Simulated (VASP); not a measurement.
Ga: single point with PBE

Ga:

```
Ga
1.0
     1.45482   -4.07851    0.00000
     1.45482    4.07851    0.00000
     0.00000    0.00000    3.18053
Ga
2
Cartesian
  1.4548 -2.9936 0.7951
  1.4548 2.9936 2.3854
```

This cell differs from its parent crystal: volume scaled by 1.01.

```
Program             : VASP 6.6.1
Task                : single point
Functional          : PBE
Potentials or basis : VASP PAW PBE potentials, release 64 (Ga_d)
Cutoff              : 520 eV
k mesh              : 12 × 12 × 10
Occupations         : fermi-dirac, width 0.08 eV
Spin                : no spin polarisation
```

- Pressure: 1.1 GPa
- Largest force: 0.191 eV/Å
- Band gap on the k mesh: zero (band 13 reaches 10.66 eV, above the bottom of band 14 at 1.37 eV)

Forces in eV/Å, atoms in the order of the input:
```
Ga   0.000  0.191  0.000
Ga   0.000 -0.191  0.000
```

Stress tensor (GPa, compression positive):
```
-1.20  0.00  0.00
 0.00  2.36  0.00
 0.00  0.00  2.11
```

Levels at points of the mesh, in eV from the Fermi level:
```tsv
k point	band 10	band 11	band 12	band 13	band 14	band 15	band 16	band 17
(0.00, 0.00, 0.00)	-14.70	-11.19	-2.26	-1.62	2.86	6.53	7.75	8.68
(0.50, 0.00, 0.00)	-14.75	-6.70	-5.39	-1.76	-0.46	6.42	6.65	8.81
(0.50, 0.50, 0.00)	-14.76	-9.17	-8.54	5.08	5.73	5.80	6.98	7.11
(0.00, 0.00, 0.50)	-14.78	-7.39	-7.39	1.83	1.83	2.46	2.46	10.24
(0.50, 0.00, 0.50)	-14.75	-3.07	-3.07	-1.61	-1.61	1.84	1.84	4.20
(0.50, 0.50, 0.50)	-14.82	-5.60	-5.60	-4.21	-4.21	9.50	9.50	11.31
```

Wall time 2.9 min on 1 thread of Intel(R) Xeon(R) Platinum 8259CL CPU @ 2.50GHz (Skylake/Cascade Lake) (shared host), peak memory 0.28 GiB.
